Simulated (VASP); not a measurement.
Crystal: ZrNbFe4.

```
Zr Nb Fe
1.0
     0.00000    3.50086    3.50086
     3.50086    0.00000    3.50086
     3.50086    3.50086    0.00000
Zr Nb Fe
1 1 4
Direct
  0.75000 0.75000 0.75000
  0.50000 0.50000 0.50000
  0.12506 0.12506 0.12506
  0.12506 0.12506 0.62482
  0.12506 0.62482 0.12506
  0.62482 0.12506 0.12506
```

* Program: VASP 6.6.1
* Task: relaxation of cell and atoms
* Functional: PBEsol
* Potentials or basis: VASP PAW PBE potentials, release 64 (Zr_sv, Nb_sv, Fe)
* Cutoff: 600 eV
* k mesh: 4 × 4 × 4
* Occupations: gaussian, width 0.1 eV
* Spin: collinear spin, ferrimagnetic start
* Starting moments: [-0.3, -0.53, 1.93, 1.93, 1.93, 1.93] μB

At the start: pressure -13.9 GPa; volume 14.30 Å³/atom.

**Question.** Where does the relaxation end?

**Answer.** Over 3 steps the energy falls by 51.7 meV/atom and the volume is 13.19 Å³/atom (-7.8 %); space group F-43m (No. 216, to 0.1 Å) before and after; moment 5.49 μB per cell.

Step by step:
| step | energy change (eV) | largest force (eV/Å) | pressure (GPa) | volume (Å³) |
| --- | --- | --- | --- | --- |
| 1 | 0.0000 | 0.0818 | -13.86 | 85.81 |
| 2 | 0.1733 | 0.1649 | 21.64 | 71.35 |
| 3 | -0.3104 | 0.0118 | 0.04 | 79.12 |

Final structure:
```
Zr Nb Fe
1.0
     0.00000    3.40740    3.40740
     3.40740    0.00000    3.40740
     3.40740    3.40740    0.00000
Zr Nb Fe
1 1 4
Direct
  0.75000 0.75000 0.75000
  0.50000 0.50000 0.50000
  0.12519 0.12519 0.12519
  0.12519 0.12519 0.62442
  0.12519 0.62442 0.12519
  0.62442 0.12519 0.12519
```

Caveat: the k points lie up to 0.40 Å⁻¹ apart in the final cell; the PAW data sets were made with another functional, which shifts forces and pressure a little.
